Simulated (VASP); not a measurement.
Set up this calculation in VASP 6.6.1, as the native input.

- Task: single point
- Functional: PBEsol
- Potentials or basis: VASP PAW PBE potentials, release 64 (Zr_sv)
- Cutoff: 520 eV
- k mesh: 18 × 18 × 10
- Occupations: gaussian, width 0.15 eV
- Spin: no spin polarisation
- Dipole correction: no
- Further INCAR settings: ALGO = Fast; EDIFF = 1e-06; NBANDS = 19

The structure of Zr lies in POSCAR:

```
Zr
1.0
    3.4119144880      0.0000000000      0.0000000000
   -1.7059572440      2.9548046222      0.0000000000
    0.0000000000      0.0000000000      4.6184911815
Zr
2
Direct
    0.3333333333      0.6666666667      0.2500000000
    0.6666666667      0.3333333333      0.7500000000
```

This cell differs from its parent crystal: ratio of the length along z to the lengths across it x 0.85, volume and fractional coordinates fixed.

These files were run (other wordings do the same):

INCAR

```
SYSTEM = Zr
PREC = Accurate
ENCUT = 520
EDIFF = 1E-6
ISMEAR = 0
SIGMA = 0.15
LREAL = .False.
LASPH = .True.
NELM = 80
ALGO = Fast
ISIF = 2
LWAVE = .False.
LCHARG = .False.
GGA = PS
NBANDS = 19
```

KPOINTS

```
Automatic mesh
0
Gamma
  18 18 10
  0 0 0
```

Potentials or basis: VASP PAW PBE potentials, release 64 (Zr_sv).

Command:

```bash
$ cat potpaw_PBE.64/Zr_sv/POTCAR > POTCAR
$ mpirun -np 1 vasp_std > vasp.out
```

Results of the run:

- Pressure: -2.1 GPa
- Band gap on the k mesh: zero (band 12 reaches 9.58 eV, above the bottom of band 13 at 8.51 eV)

Caveat: the PAW data sets were made with another functional, which shifts forces and pressure a little.

Run time: 2.8 min on 1 thread of Intel(R) Xeon(R) 6975P-C (Granite Rapids) (shared host), peak memory 0.28 GiB.
